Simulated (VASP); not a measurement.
# Te (Im-3m) in VASP: further runs

The runs below take Te through relaxation of cell and atoms, with PBE.

All numbers are computed with VASP 6.6.1; they aren't measurements. Logs are shortened: lines on timing, memory, paths and dates and some standing lists are left out, and cuts for length are marked.

### Step 1. The cell of the first run

The structure is cubic, space group Im-3m (No. 229). Conventional cell: a = 3.052 Å, b = 3.052 Å, c = 3.052 Å, α = 90.00°, β = 90.00°, γ = 90.00°. Within 3.5 Å of Te (site symmetry m-3m) lie 14 Te at 2.64 to 3.05 Å.

This isn't the form of Te at room conditions, which is trigonal, of chains.

### Step 2. Relaxation of cell and atoms, PBE, target pressure 190 GPa, at which the enthalpy is minimised

INCAR

```
ALGO     = Normal         # electronic algorithm
EDIFF    = 1E-6           # SCF threshold, eV
EDIFFG   = -0.005         # ionic threshold
ENCUT    = 600            # plane-wave cutoff, eV
GGA      = PE             # functional
IBRION   = 2              # ionic algorithm
ISIF     = 3              # what is computed and relaxed
ISMEAR   = -1             # smearing method
LASPH    = T              # aspherical terms in the spheres
LCHARG   = F              # write CHGCAR
LREAL    = F              # projectors in reciprocal space
LWAVE    = F              # write WAVECAR
NELM     = 100            # most SCF steps
NSW      = 60             # ionic steps
PREC     = Accurate       # precision mode
PSTRESS  = 1900.0       
SIGMA    = 0.1            # smearing width, eV
```

KPOINTS

```
k-points
0
Gamma
  18 18 18
```

POSCAR

```
Te
1.0
   -1.5258127843      1.5258127843      1.5258127843
    1.5258127843     -1.5258127843      1.5258127843
    1.5258127843      1.5258127843     -1.5258127843
Te
1
Direct
    0.0000000000      0.0000000000      0.0000000000
```

Potentials or basis: VASP PAW PBE potentials, release 64 (Te).

The run is started by

```
cat potpaw_PBE.64/Te/POTCAR > POTCAR
mpirun -np 1 vasp_std > vasp.out
```

OUTCAR:

```text
EDIFF = 1E-6
   EDIFFG = -0.005
   ENCUT = 600
   GGA = PE
   IBRION = 2
   ISIF = 3
   ISMEAR = -1
   LASPH = T
   LREAL = F
   NELM = 100
   NSW = 60
   PREC = Accurate
   PSTRESS = 1900.0

 ion  position               nearest neighbor table
   1  0.000  0.000  0.000-

  LATTYP: Found a body centered cubic cell.
 ALAT       =     3.0516255686

  Lattice vectors:

 A1 = (  -1.5258127843,   1.5258127843,   1.5258127843)
 A2 = (   1.5258127843,  -1.5258127843,   1.5258127843)
 A3 = (   1.5258127843,   1.5258127843,  -1.5258127843)

Analysis of symmetry for initial positions (statically):
=====================================================================
 Subroutine PRICEL returns:
 Original cell was already a primitive cell.

 Routine SETGRP: Setting up the symmetry group for a
 body centered cubic supercell.

 Subroutine GETGRP returns: Found 48 space group operations
 (whereof 48 operations were pure point group operations)
 out of a pool of 48 trial point group operations.

The static configuration has the point symmetry O_h .

Analysis of symmetry for dynamics (positions and initial velocities):
=====================================================================
 Subroutine PRICEL returns:
 Original cell was already a primitive cell.

 Routine SETGRP: Setting up the symmetry group for a
 body centered cubic supercell.

 Subroutine GETGRP returns: Found 48 space group operations
 (whereof 48 operations were pure point group operations)
 out of a pool of 48 trial point group operations.

The dynamic configuration has the point symmetry O_h .

 Subroutine INISYM returns: Found 48 space group operations
 (whereof 48 operations are pure point group operations),
 and found     1 'primitive' translations

----------------------------------------------------------------------------------------

                                     Primitive cell

  volume of cell :      14.2090

  direct lattice vectors                    reciprocal lattice vectors
    -1.525812784  1.525812784  1.525812784     0.000000000  0.327694200  0.327694200
     1.525812784 -1.525812784  1.525812784     0.327694200  0.000000000  0.327694200
     1.525812784  1.525812784 -1.525812784     0.327694200  0.327694200  0.000000000

  length of vectors
     2.642785265  2.642785265  2.642785265     0.463429582  0.463429582  0.463429582

  position of ions in fractional coordinates (direct lattice)
     0.000000000  0.000000000  0.000000000

  ion indices of the primitive-cell ions
   primitive index   ion index
                 1           1

----------------------------------------------------------------------------------------

 KPOINTS: k-points

Automatic generation of k-mesh.
 Grid dimensions read from file:
 generate k-points for:   18   18   18

 Generating k-lattice:

  Cartesian coordinates                     Fractional coordinates (reciprocal lattice)
     0.000000000  0.018205233  0.018205233     0.055555556  0.000000000  0.000000000
     0.018205233  0.000000000  0.018205233     0.000000000  0.055555556  0.000000000
     0.018205233  0.018205233  0.000000000     0.000000000  0.000000000  0.055555556

  Length of vectors
     0.025746088  0.025746088  0.025746088

  Shift w.r.t. Gamma in fractional coordinates (k-lattice)
     0.000000000  0.000000000  0.000000000

 Subroutine IBZKPT returns following result:
 ===========================================

 Found    195 irreducible k-points:

 Following reciprocal coordinates:
            Coordinates               Weight
  0.000000  0.000000  0.000000      1.000000
  0.055556  0.000000  0.000000     12.000000
  0.111111  0.000000  0.000000     12.000000
  0.166667  0.000000  0.000000     12.000000
  0.222222  0.000000  0.000000     12.000000
  0.277778  0.000000  0.000000     12.000000
[... 16 lines left out ...]
  0.333333  0.111111 -0.000000     48.000000
  0.388889  0.111111  0.000000     48.000000
 [... further k-points ...]
   k-points           NKPTS =    195   k-points in BZ     NKDIM =    195   number of bands    NBANDS=      7
   number of dos      NEDOS =    301   number of ions     NIONS =      1
   total plane-waves  NPLWV =  13824
   dimension x,y,z NGX =    24 NGY =   24 NGZ =   24
   dimension x,y,z NGXF=    48 NGYF=   48 NGZF=   48
   ions per type =               1
   NGX,Y,Z   is equivalent  to a cutoff of  15.10, 15.10, 15.10 a.u.
   NGXF,Y,Z  is equivalent  to a cutoff of  30.19, 30.19, 30.19 a.u.
 SYSTEM =  unknown system
   PREC   = accura    normal or accurate (medium, high low for compatibility)
   ISTART =      0    job   : 0-new  1-cont  2-samecut
   ICHARG =      2    charge: 1-file 2-atom 10-const
   ISPIN  =      1    spin polarized calculation?
   LNONCOLLINEAR =      F non collinear calculations
   LSORBIT =      F    spin-orbit coupling
   LASPH  =      T    aspherical Exc in radial PAW
   ENCUT  =  600.0 eV  44.10 Ry    6.64 a.u.   5.28  5.28  5.28*2*pi/ulx,y,z
   NELM   =    100;   NELMIN=  2; NELMDL= -5     # of ELM steps
   EDIFF  = 0.1E-05   stopping-criterion for ELM
   LREAL  =      F    real-space projection
   EDIFFG = -.5E-02   stopping-criterion for IOM
   NSW    =     60    number of steps for IOM
   IBRION =      2    ionic relax: 0-MD 1-quasi-New 2-CG
   NFREE  =      1    steps in history (QN), initial steepest desc. (CG)
   ISIF   =      3    stress and relaxation
   ISYM   =      2    0-nonsym 1-usesym 2-fastsym
   POTIM  = 0.5000    time-step for ionic-motion
   TEBEG  =    0.0;   TEEND  =   0.0 temperature during run
   PSTRESS= 1900.0 pullay stress
   NELECT =       6.0000    total number of electrons
   NUPDOWN=      -1.0000    fix difference up-down
   EMIN   =  10.00;   EMAX   =-10.00  energy-range for DOS
   EFERMI =   0.00;   METHOD = LEGACY
   ISMEAR =    -1;   SIGMA  =   0.10  broadening in eV -4-tet -1-fermi 0-gaus
   EFERMI_NEDOS =   21; number of points for ismear=-14 and -15
   IALGO  =     38    algorithm
   IMIX   =      4    mixing-type and parameters
     AMIX     =   0.40;   BMIX     =  1.00
     AMIX_MAG =   1.60;   BMIX_MAG =  1.00
  volume/ion in A,a.u.               =      14.21        95.89
  Fermi-wavevector in a.u.,A,eV,Ry     =   1.228204  2.320970 20.524200  1.508486
  Thomas-Fermi vector in A             =   2.363139
   LORBIT       =      0    0 simple, 1 ext, 2 COOP (PROOUT), +10 PAW based schemes
   GGA     = PE    functional components
   LHFCALC =     F    Hartree Fock is set to
   AEXX    =    0.0000 exact exchange contribution
   IVDW    =     0    specifies the selected vdW correction
   LEPSILON=     F    determine dielectric tensor
   LRPA    =     F    only Hartree local field effects (RPA)
 conjugate gradient relaxation of ions
 non-spin polarized calculation
  energy-cutoff  :      600.00
  volume of cell :       14.21
 maximum number of plane-waves:       490
 NGX is ok and might be reduce to    24
   NGX = 11   NGY = 11   NGZ = 11

--------------------------------------- Ionic step        1  -------------------------------------------

 number of electron       6.0000000 magnetization

 Free energy of the ion-electron system (eV)
  ---------------------------------------------------
  ext. energy  EPLUGINS =         0.00000000
  ---------------------------------------------------
  free energy    TOTEN  =         1.69610850 eV

  energy without entropy =        1.71348381  energy(sigma->0) =        1.70479616

------------------------ aborting loop because EDIFF is reached ----------------------------------------

  FORCE on cell =-STRESS in cart. coord.  units (eV):
  Direction    XX          YY          ZZ          XY          YZ          ZX
  --------------------------------------------------------------------------------------
  -------------------------------------------------------------------------------------
  Total       17.2249798     17.2249798     17.2249798     -0.0000000      0.0000000     -0.0000000
  in kB     1942.2519463   1942.2519463   1942.2519463     -0.0000000      0.0000000     -0.0000000
  external PRESSURE =      42.2519463 kB  Pullay stress =    1900.0000000 kB
[... 96 lines left out ...]
  enthalpy is  TOTEN    =        18.5452721999 eV   P V=       16.9538899679

--------------------------------------- Ionic step        4  -------------------------------------------

 number of electron       6.0000000 magnetization

 Free energy of the ion-electron system (eV)
  ---------------------------------------------------
  ext. energy  EPLUGINS =         0.00000000
  ---------------------------------------------------
  free energy    TOTEN  =         1.59388245 eV

  energy without entropy =        1.61149239  energy(sigma->0) =        1.60268742

 E-fermi :  21.1758     XC(G=0): -13.3927

 val. band max:       21.1646627351   @ k =   0.1111   0.1111   0.0556
 cond. band min:      21.2105823726   @ k =  -0.3333   0.3333   0.1111
 fundamental gap:      0.0459196375
 Fermi energy:        21.1757933398

 k-point     1 :       0.0000    0.0000    0.0000
  band No.  band energies     occupation
      1      -1.1302      2.00000
      2      29.8471      0.00000
      3      29.8471      0.00000
      4      29.8471      0.00000
      5      31.3012      0.00000
      6      31.3012      0.00000
      7      31.3012      0.00000
[... 221 lines left out ...]
 k-point    24 :       0.3889    0.1111    0.0000
  band No.  band energies     occupation
      1       6.1478      2.00000
      2      10.2247      2.00000
      3      19.3701      2.00000
      4      22.8246      0.00000
      5      28.4198      0.00000
      6      31.1720      0.00000
      7      35.1766      0.00000

 [... further k-points ...]

------------------------ aborting loop because EDIFF is reached ----------------------------------------

  FORCE on cell =-STRESS in cart. coord.  units (eV):
  Direction    XX          YY          ZZ          XY          YZ          ZX
  --------------------------------------------------------------------------------------
  -------------------------------------------------------------------------------------
  Total       16.9504552     16.9504552     16.9504552      0.0000000      0.0000000     -0.0000000
  in kB     1899.8953362   1899.8953362   1899.8953362      0.0000000      0.0000000     -0.0000000
  external PRESSURE =      -0.1046638 kB  Pullay stress =    1900.0000000 kB
[... 16 lines left out ...]
  FREE ENERGIE OF THE ION-ELECTRON SYSTEM (eV)
  ---------------------------------------------------
  free  energy   TOTEN  =         1.5938824477 eV

  energy  without entropy=        1.6114923925  energy(sigma->0) =        1.60268742

  enthalpy is  TOTEN    =        18.5452714262 eV   P V=       16.9513889785

 reached required accuracy - stopping structural energy minimisation
```

It took 65 s on 1 thread of AMD EPYC 7R13, shared host; peak memory 0.16 GiB.

What came out:

```yaml
Free_energy: 1.5939 eV
Relaxed_volume: 14.29 Å³/atom
Relaxed_cell: a = 2.648 Å, b = 2.648 Å, c = 2.648 Å, α = 109.47°, β = 109.47°, γ = 109.47°
Space_group_after_relaxing_to_0.1_Å: Im-3m (No. 229)
Energy_change_on_relaxing_the_run_minimises_the_enthalpy: -102.2 meV/atom
Ionic_steps: 4
Pressure_after_relaxing: 190.0 GPa
Band_gap_on_the_k_mesh: zero (bands 3 and 4 overlap by 15.78 eV)
```

Step by step:
| step | energy change (eV) | largest force (eV/Å) | pressure (GPa) | volume (Å³) |
| --- | --- | --- | --- | --- |
| 1 | 0.0000 | 0.0000 | 194.23 | 14.21 |
| 2 | -0.8615 | 0.0000 | 158.97 | 14.99 |
| 3 | -0.1047 | 0.0000 | 189.90 | 14.30 |
| 4 | -0.1022 | 0.0000 | 189.99 | 14.29 |

Final structure:
```
Te
1.0
    -1.52886    1.52886    1.52886
     1.52886   -1.52886    1.52886
     1.52886    1.52886   -1.52886
Te
1
Direct
  0.00000 0.00000 0.00000
```

Levels at points of the mesh, in eV from the Fermi level:
| k point | band 1 | band 2 | band 3 | band 4 | band 5 | band 6 | band 7 |
| --- | --- | --- | --- | --- | --- | --- | --- |
| (0.00, 0.00, 0.00) | -22.31 | 8.67 | 8.67 | 8.67 | 10.13 | 10.13 | 10.13 |
| (0.50, 0.00, 0.00) | -13.91 | -12.91 | 0.43 | 2.64 | 5.89 | 7.11 | 16.20 |
| (0.50, 0.50, 0.50) | -6.48 | -6.48 | -6.48 | -5.49 | -0.60 | -0.60 | 18.13 |

Caveat: the cell is relaxed towards a set pressure, so the run minimises the enthalpy, not the energy; spin-orbit coupling is left out, which moves the levels of the heavy elements.

### Step 3. Relaxation of cell and atoms, PBE, target pressure 190 GPa, at which the enthalpy is minimised

This run uses another cell than the first one, of 14.26 Å³/atom.

INCAR

```
SYSTEM = Te
PREC = Accurate
ENCUT = 600
EDIFF = 1E-6
ISMEAR = -1
SIGMA = 0.1
LREAL = .FALSE.
LASPH = .TRUE.
NELM = 80
ALGO = Normal
ISIF = 3
LWAVE = .FALSE.
LCHARG = .FALSE.
GGA = PE
IBRION = 2
NSW = 32
EDIFFG = -0.005
PSTRESS = 1900.0
```

KPOINTS

```
Automatic mesh
0
G
  18 18 18
  0 0 0
```

POSCAR

```
Te
1.0
   -1.5274986988      1.5274986988      1.5274986988
    1.5274986988     -1.5274986988      1.5274986988
    1.5274986988      1.5274986988     -1.5274986988
Te
1
Direct
    0.0000000000      0.0000000000      0.0000000000
```

Potentials or basis: VASP PAW PBE potentials, release 64 (Te).

The run is started by

```
cat potpaw_PBE.64/Te/POTCAR > POTCAR
mpirun -np 1 vasp_std > vasp.out
```

Run time: 53 s. Hardware: 1 thread of AMD EPYC 7R13, shared host; peak memory 0.16 GiB.

The run converged. Its results:

```
Free energy                                                : 1.5939 eV
Relaxed volume                                             : 14.29 Å³/atom
Relaxed cell                                               : a = 2.648 Å, b = 2.648 Å, c = 2.648 Å, α = 109.47°, β = 109.47°, γ = 109.47°
Space group after relaxing (to 0.1 Å)                      : Im-3m (No. 229)
Energy change on relaxing (the run minimises the enthalpy) : -45.4 meV/atom
Ionic steps                                                : 3
Pressure after relaxing                                    : 190.0 GPa
Band gap on the k mesh                                     : zero (bands 3 and 4 overlap by 15.78 eV)
```

The path:
| step | energy change (eV) | largest force (eV/Å) | pressure (GPa) | volume (Å³) |
| --- | --- | --- | --- | --- |
| 1 | 0.0000 | 0.0000 | 191.88 | 14.26 |
| 2 | -0.3982 | 0.0000 | 175.58 | 14.60 |
| 3 | -0.0454 | 0.0000 | 190.00 | 14.29 |

Final structure:
```
CELL_PARAMETERS angstrom
-1.52886 1.52886 1.52886
1.52886 -1.52886 1.52886
1.52886 1.52886 -1.52886
ATOMIC_POSITIONS crystal
Te 0.00000 0.00000 0.00000
```

Levels at points of the mesh, in eV from the Fermi level:
| k point | band 1 | band 2 | band 3 | band 4 | band 5 | band 6 |
| --- | --- | --- | --- | --- | --- | --- |
| (0.00, 0.00, 0.00) | -22.31 | 8.67 | 8.67 | 8.67 | 10.13 | 10.13 |
| (0.50, 0.00, 0.00) | -13.91 | -12.91 | 0.43 | 2.64 | 5.89 | 7.11 |
| (0.50, 0.50, 0.50) | -6.48 | -6.48 | -6.48 | -5.49 | -0.60 | -0.60 |

Caveat: the cell is relaxed towards a set pressure, so the run minimises the enthalpy, not the energy; spin-orbit coupling is left out, which moves the levels of the heavy elements.

The gap in the log of VASP goes by the Fermi energy; the results here count the filled bands.